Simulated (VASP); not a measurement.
# Cl (P6_3/mmc) in VASP: a series of runs

The runs below take Cl through single point, with PBEsol.

All numbers are computed with VASP 6.6.1; they aren't measurements. Logs are shortened: lines on timing, memory, paths and dates and some standing lists are left out, and cuts for length are marked.

### 1 The cell of the first run

It takes space group P6_3/mmc (No. 194, hexagonal). The conventional cell has a = 2.205 Å, b = 2.205 Å, c = 3.908 Å, α = 90.00°, β = 90.00°, γ = 120.00°. Within 2.9 Å of Cl (site symmetry -6m2) lie 12 Cl at 2.20 to 2.33 Å.

### 2 Single point, PBEsol

The input, INCAR:

```
SYSTEM = Cl
ALGO = Normal
EDIFF = 1E-7
ENCUT = 520
GGA = PS
ISIF = 2
ISMEAR = -1
LASPH = .True.
LCHARG = .False.
LREAL = .False.
LWAVE = .False.
NBANDS = 14
NELM = 80
PREC = Accurate
SIGMA = 0.08
```

The input, KPOINTS:

```
k-points
0
Gamma
  15 15 8
  0 0 0
```

The input, POSCAR:

```
Cl
1.0
    2.2049893205      0.0000000000      0.0000000000
   -1.1024946603      1.9095767666      0.0000000000
    0.0000000000      0.0000000000      3.9076401332
Cl
2
Direct
    0.3333333333      0.6666666667      0.2500000000
    0.6666666667      0.3333333333      0.7500000000
```

Potentials or basis: VASP PAW PBE potentials, release 64 (Cl).

The run is started by

```sh
$ cat potpaw_PBE.64/Cl/POTCAR > POTCAR
$ mpirun -np 1 vasp_std > vasp.out
```

OUTCAR:

```text
SYSTEM = Cl
   EDIFF = 1E-7
   ENCUT = 520
   GGA = PS
   ISIF = 2
   ISMEAR = -1
   LASPH = .True.
   LREAL = .False.
   NELM = 80
   PREC = Accurate

 ion  position               nearest neighbor table
   1  0.333  0.667  0.250-   2 2.33   2 2.33   2 2.33   2 2.33   2 2.33   2 2.33
   2  0.667  0.333  0.750-   1 2.33   1 2.33   1 2.33   1 2.33   1 2.33   1 2.33

  LATTYP: Found a hexagonal cell.
 ALAT       =     2.2049893205
 C/A-ratio  =     1.7721809792

  Lattice vectors:

 A1 = (   2.2049893205,   0.0000000000,   0.0000000000)
 A2 = (  -1.1024946603,   1.9095767666,   0.0000000000)
 A3 = (   0.0000000000,   0.0000000000,   3.9076401332)

Analysis of symmetry for initial positions (statically):
=====================================================================
 Subroutine PRICEL returns:
 Original cell was already a primitive cell.

 Routine SETGRP: Setting up the symmetry group for a
 hexagonal supercell.

 Subroutine GETGRP returns: Found 24 space group operations
 (whereof 12 operations were pure point group operations)
 out of a pool of 24 trial point group operations.

The static configuration has the point symmetry D_3d.
 The point group associated with its full space group is D_6h.

Analysis of symmetry for dynamics (positions and initial velocities):
=====================================================================
 Subroutine PRICEL returns:
 Original cell was already a primitive cell.

 Routine SETGRP: Setting up the symmetry group for a
 hexagonal supercell.

 Subroutine GETGRP returns: Found 24 space group operations
 (whereof 12 operations were pure point group operations)
 out of a pool of 24 trial point group operations.

The dynamic configuration has the point symmetry D_3d.
 The point group associated with its full space group is D_6h.

 Subroutine INISYM returns: Found 24 space group operations
 (whereof 12 operations are pure point group operations),
 and found     1 'primitive' translations

----------------------------------------------------------------------------------------

                                     Primitive cell

  volume of cell :      16.4535

  direct lattice vectors                    reciprocal lattice vectors
     2.204989321  0.000000000  0.000000000     0.453516936  0.261838125  0.000000000
    -1.102494660  1.909576767  0.000000000     0.000000000  0.523676250  0.000000000
     0.000000000  0.000000000  3.907640133     0.000000000  0.000000000  0.255908929

  length of vectors
     2.204989321  2.204989321  3.907640133     0.523676250  0.523676250  0.255908929

  position of ions in fractional coordinates (direct lattice)
     0.333333333  0.666666667  0.250000000
     0.666666667  0.333333333  0.750000000

  ion indices of the primitive-cell ions
   primitive index   ion index
                 1           1
                 2           2

----------------------------------------------------------------------------------------

 KPOINTS: k-points

Automatic generation of k-mesh.
 Grid dimensions read from file:
 generate k-points for:   15   15    8

 Generating k-lattice:

  Cartesian coordinates                     Fractional coordinates (reciprocal lattice)
     0.030234462  0.017455875  0.000000000     0.066666667  0.000000000  0.000000000
     0.000000000  0.034911750  0.000000000     0.000000000  0.066666667  0.000000000
     0.000000000  0.000000000  0.031988616     0.000000000  0.000000000  0.125000000

  Length of vectors
     0.034911750  0.034911750  0.031988616

  Shift w.r.t. Gamma in fractional coordinates (k-lattice)
     0.000000000  0.000000000  0.000000000

 Subroutine IBZKPT returns following result:
 ===========================================

 Found    135 irreducible k-points:

 Following reciprocal coordinates:
            Coordinates               Weight
  0.000000  0.000000  0.000000      1.000000
  0.066667  0.000000  0.000000      6.000000
  0.133333  0.000000  0.000000      6.000000
  0.200000  0.000000  0.000000      6.000000
  0.266667  0.000000  0.000000      6.000000
  0.333333 -0.000000  0.000000      6.000000
[... 16 lines left out ...]
  0.333333  0.200000  0.000000     12.000000
  0.400000  0.200000  0.000000      6.000000
 [... further k-points ...]
   k-points           NKPTS =    135   k-points in BZ     NKDIM =    135   number of bands    NBANDS=     14
   number of dos      NEDOS =    301   number of ions     NIONS =      2
   total plane-waves  NPLWV =   7680
   dimension x,y,z NGX =    16 NGY =   16 NGZ =   30
   dimension x,y,z NGXF=    32 NGYF=   32 NGZF=   60
   ions per type =               2
   NGX,Y,Z   is equivalent  to a cutoff of  12.06, 12.06, 12.76 a.u.
   NGXF,Y,Z  is equivalent  to a cutoff of  24.13, 24.13, 25.53 a.u.
 SYSTEM =  Cl
   PREC   = accura    normal or accurate (medium, high low for compatibility)
   ISTART =      0    job   : 0-new  1-cont  2-samecut
   ICHARG =      2    charge: 1-file 2-atom 10-const
   ISPIN  =      1    spin polarized calculation?
   LNONCOLLINEAR =      F non collinear calculations
   LSORBIT =      F    spin-orbit coupling
   LASPH  =      T    aspherical Exc in radial PAW
   ENCUT  =  520.0 eV  38.22 Ry    6.18 a.u.   4.10  4.10  7.27*2*pi/ulx,y,z
   NELM   =     80;   NELMIN=  2; NELMDL= -5     # of ELM steps
   EDIFF  = 0.1E-06   stopping-criterion for ELM
   LREAL  =      F    real-space projection
   EDIFFG = 0.1E-05   stopping-criterion for IOM
   NSW    =      0    number of steps for IOM
   IBRION =     -1    ionic relax: 0-MD 1-quasi-New 2-CG
   NFREE  =      0    steps in history (QN), initial steepest desc. (CG)
   ISIF   =      2    stress and relaxation
   ISYM   =      2    0-nonsym 1-usesym 2-fastsym
   POTIM  = 0.5000    time-step for ionic-motion
   TEBEG  =    0.0;   TEEND  =   0.0 temperature during run
   PSTRESS=    0.0 pullay stress
   NELECT =      14.0000    total number of electrons
   NUPDOWN=      -1.0000    fix difference up-down
   EMIN   =  10.00;   EMAX   =-10.00  energy-range for DOS
   EFERMI =   0.00;   METHOD = LEGACY
   ISMEAR =    -1;   SIGMA  =   0.08  broadening in eV -4-tet -1-fermi 0-gaus
   EFERMI_NEDOS =   21; number of points for ismear=-14 and -15
   IALGO  =     38    algorithm
   IMIX   =      4    mixing-type and parameters
     AMIX     =   0.40;   BMIX     =  1.00
     AMIX_MAG =   1.60;   BMIX_MAG =  1.00
  volume/ion in A,a.u.               =       8.23        55.52
  Fermi-wavevector in a.u.,A,eV,Ry     =   1.551308  2.931548 32.743202  2.406557
  Thomas-Fermi vector in A             =   2.655846
   LORBIT       =      0    0 simple, 1 ext, 2 COOP (PROOUT), +10 PAW based schemes
   GGA     = PS    functional components
   LHFCALC =     F    Hartree Fock is set to
   AEXX    =    0.0000 exact exchange contribution
   IVDW    =     0    specifies the selected vdW correction
   LEPSILON=     F    determine dielectric tensor
   LRPA    =     F    only Hartree local field effects (RPA)
 non-spin polarized calculation
  energy-cutoff  :      520.00
  volume of cell :       16.45
 maximum number of plane-waves:       458
   NGX =  9   NGY =  9   NGZ = 15

 number of electron      13.9999997 magnetization

 Free energy of the ion-electron system (eV)
  ---------------------------------------------------
  ext. energy  EPLUGINS =         0.00000000
  ---------------------------------------------------
  free energy    TOTEN  =         5.90378664 eV

  energy without entropy =        5.92122175  energy(sigma->0) =        5.91250420

 E-fermi :  18.9308     XC(G=0): -14.7845

 val. band max:       18.9276368932   @ k =   0.4667   0.0000   0.3750
 cond. band min:      19.0036375999   @ k =   0.0667   0.0667   0.0000
 fundamental gap:      0.0760007067
 Fermi energy:        18.9308372125

 k-point     1 :       0.0000    0.0000    0.0000
  band No.  band energies     occupation
      1      -8.5777      2.00000
      2      -1.8627      2.00000
      3       3.0937      2.00000
      4      21.5115      0.00000
      5      22.1704      0.00000
      6      22.1704      0.00000
      7      24.0960      0.00000
      8      24.0960      0.00000
      9      29.0699      0.00000
     10      32.1855      0.00000
     11      32.4172      0.00000
     12      32.4172      0.00000
     13      34.4793      0.00000
     14      34.4793      0.00000

 k-point     2 :       0.0667    0.0000    0.0000
  band No.  band energies     occupation
      1      -8.4102      2.00000
      2      -1.7014      2.00000
      3       3.2536      2.00000
      4      20.7610      0.00000
      5      21.5105      0.00000
      6      21.5603      0.00000
      7      23.4149      0.00000
      8      24.0894      0.00000
      9      29.3699      0.00000
     10      31.3083      0.00000
     11      32.8176      0.00000
     12      33.0778      0.00000
     13      34.5856      0.00000
     14      35.3218      0.00000

 k-point     3 :       0.1333    0.0000    0.0000
  band No.  band energies     occupation
      1      -7.9086      2.00000
      2      -1.2193      2.00000
      3       3.7316      2.00000
      4      17.8145      2.00000
      5      20.3744      0.00000
      6      21.4443      0.00000
      7      21.6013      0.00000
      8      23.6795      0.00000
      9      28.5608      0.00000
     10      30.8164      0.00000
     11      33.3787      0.00000
     12      33.4477      0.00000
     13      34.2789      0.00000
     14      36.0526      0.00000
[... 324 lines left out ...]
 k-point    23 :       0.3333    0.2000    0.0000
  band No.  band energies     occupation
      1      -0.6611      2.00000
      2       3.8008      2.00000
      3       6.5793      2.00000
      4       9.4317      2.00000
      5      10.4173      2.00000
      6      11.2740      2.00000
      7      15.2799      2.00000
      8      15.2831      2.00000
      9      23.1413      0.00000
     10      31.3860      0.00000
     11      32.6822      0.00000
     12      36.5214      0.00000
     13      37.0663      0.00000
     14      37.5246      0.00000

 k-point    24 :       0.4000    0.2000    0.0000
  band No.  band energies     occupation
      1       0.8372      2.00000
      2       2.4157      2.00000
      3       7.4848      2.00000
      4       8.8521      2.00000
      5      10.1428      2.00000
      6      11.4858      2.00000
      7      14.1265      2.00000
      8      15.1256      2.00000
      9      22.8192      0.00000
     10      31.2728      0.00000
     11      33.4346      0.00000
     12      36.1223      0.00000
     13      36.6998      0.00000
     14      38.3613      0.00000

 [... further k-points ...]

------------------------ aborting loop because EDIFF is reached ----------------------------------------

  FORCE on cell =-STRESS in cart. coord.  units (eV):
  Direction    XX          YY          ZZ          XY          YZ          ZX
  --------------------------------------------------------------------------------------
  -------------------------------------------------------------------------------------
  Total       25.8983553     25.8983553     25.9590605     -0.0000000      0.0000000     -0.0000000
  in kB     2521.8810206   2521.8810205   2527.7922535     -0.0000001      0.0000000     -0.0000000
  external PRESSURE =    2523.8514315 kB  Pullay stress =       0.0000000 kB

 VOLUME and BASIS-vectors are now :
 -----------------------------------------------------------------------------
  energy-cutoff  :      520.00
  volume of cell :       16.45
      direct lattice vectors                 reciprocal lattice vectors
     2.204989321  0.000000000  0.000000000     0.453516936  0.261838125  0.000000000
    -1.102494660  1.909576767  0.000000000     0.000000000  0.523676250  0.000000000
     0.000000000  0.000000000  3.907640133     0.000000000  0.000000000  0.255908929

 POSITION                                       TOTAL-FORCE (eV/Angst)
 -----------------------------------------------------------------------------------
     -0.00000      1.27305      0.97691        -0.000000     -0.000000      0.000000
      1.10249      0.63653      2.93073         0.000000      0.000000      0.000000
 -----------------------------------------------------------------------------------
    total drift:                               -0.000000      0.000000      0.000000

  FREE ENERGIE OF THE ION-ELECTRON SYSTEM (eV)
  ---------------------------------------------------
  free  energy   TOTEN  =         5.9037866437 eV

  energy  without entropy=        5.9212217465  energy(sigma->0) =        5.91250420
```

Wall time 9.6 s (1 thread of AMD EPYC 9R45 (Zen 5), shared host); peak memory 0.1 GiB.

What came out:

```
Free energy            : 5.9038 eV
Pressure               : 252.4 GPa
Band gap on the k mesh : zero (bands 7 and 8 overlap by 10.83 eV)
```

Caveat: the cell stands under pressure; the PAW data sets were made with another functional, which shifts forces and pressure a little.

(Part 1 of 2 ends here.)

The gap in the log of VASP goes by the Fermi energy; the results here count the filled bands.